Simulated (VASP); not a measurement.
AlGa3N4, 8 atoms in the cell. The structure is cubic, space group P-43m (No. 215). Conventional cell: a = 4.472 Å, b = 4.472 Å, c = 4.472 Å, α = 90.00°, β = 90.00°, γ = 90.00°. Al (site symmetry -43m) has 4 N at 1.89 Å within 2.5 Å. Ga (site symmetry -42m) has 4 N at 1.95 Å within 2.6 Å. Within 2.5 Å of N (site symmetry 3m) lie 1 Al at 1.89 Å and 3 Ga at 1.95 Å. 

* Program: VASP 6.6.1
* Task: single point
* Functional: PBEsol
* Potentials or basis: VASP PAW PBE potentials, release 64 (Al, Ga_d, N)
* Cutoff: 520 eV
* k mesh: 4 × 4 × 4
* Occupations: gaussian, width 0.01 eV
* Spin: no spin polarisation
* Dipole correction: no
* Further INCAR settings: ALGO = Normal; EDIFF = 1e-07; NBANDS = 41

Potentials or basis: VASP PAW PBE potentials, release 64 (Al, Ga_d, N).

Launch:

```bash
$ cat potpaw_PBE.64/Al/POTCAR potpaw_PBE.64/Ga_d/POTCAR potpaw_PBE.64/N/POTCAR > POTCAR
$ mpirun -np 1 vasp_std > vasp.out
```

Hardware: 1 thread of AMD EPYC 9R45 96-Core Processor (Zen 5), on a shared host.

Q: Estimate the wall time of this run.

A: Wall time 26 s on 1 thread of AMD EPYC 9R45 96-Core Processor (Zen 5) (shared host), peak memory 0.18 GiB. Counts: scf iterations 15, k points 10.
